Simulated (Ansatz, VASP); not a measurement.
## InP in VASP and in Ansatz

The input INCAR:

```
ALGO     = Normal         # electronic algorithm
EDIFF    = 1E-6           # SCF threshold, eV
ENCUT    = 520            # plane-wave cutoff, eV
GGA      = PE             # functional
ISIF     = 2              # what is computed and relaxed
ISMEAR   = 0              # smearing method
LASPH    = True           # aspherical terms in the spheres
LCHARG   = True           # write CHGCAR
LELF     = True           # ELF
LREAL    = False          # projectors in reciprocal space
LVHAR    = True         
LWAVE    = False          # write WAVECAR
NBANDS   = 16             # bands
NELM     = 60             # most SCF steps
PREC     = Accurate       # precision mode
SIGMA    = 0.012          # smearing width, eV
```

The input KPOINTS:

```
k-points
0
Gamma
  8 8 8
```

The input POSCAR:

```
InP
1.0
    0.0000000000      2.7688340000      2.7688340000
    2.7688340000      0.0000000000      2.7688340000
    2.7688340000      2.7688340000      0.0000000000
In P
1 1
Direct
    0.0000000000      0.0000000000      0.0000000000
    0.5000000000      0.5000000000      0.5000000000
```

The input input.yaml:

```yaml
crystal:
  lattice:
    - [0.0, 2.768834, 2.768834]
    - [2.768834, 0.0, 2.768834]
    - [2.768834, 2.768834, 0.0]
  atoms:
    - { symbol: In, position: [0.0, 0.0, 0.0] }
    - { symbol: P, position: [0.5, 0.5, 0.5] }
hamiltonian:
  xc: pbe
  pseudopotentials: { kind: paw }
kpoints:
  mp_grid: { grid: [8, 8, 8] }
scf:
  occupations: { method: gaussian, width: 0.012 }
output:
  forces: true
  stress: true
  eigenvalues: true
```

Alike in both runs: task single point; functional PBE; k mesh 8 × 8 × 8; occupations gaussian, width 0.012 eV; no spin polarisation.

|  | VASP | Ansatz |
| --- | --- | --- |
| version | VASP 6.6.1 | Ansatz 0.2.0 |
| potentials or method | VASP PAW PBE potentials, release 64 (In_d, P) | Ansatz PAW |
| plane-wave cutoff (eV) | 520 | 420 |
| valence electrons in the cell | 18 | 18 |

```tsv
	VASP	Ansatz	Ansatz less VASP
gap on the k mesh at the Fermi level (eV)	none	none	-
pressure (GPa)	-0.1	-0.1	+0.05
```

A gap of «none» marks a metal or a gap that the smearing closes. With one functional, cell and mesh, what is left measures potentials, basis and numerics.
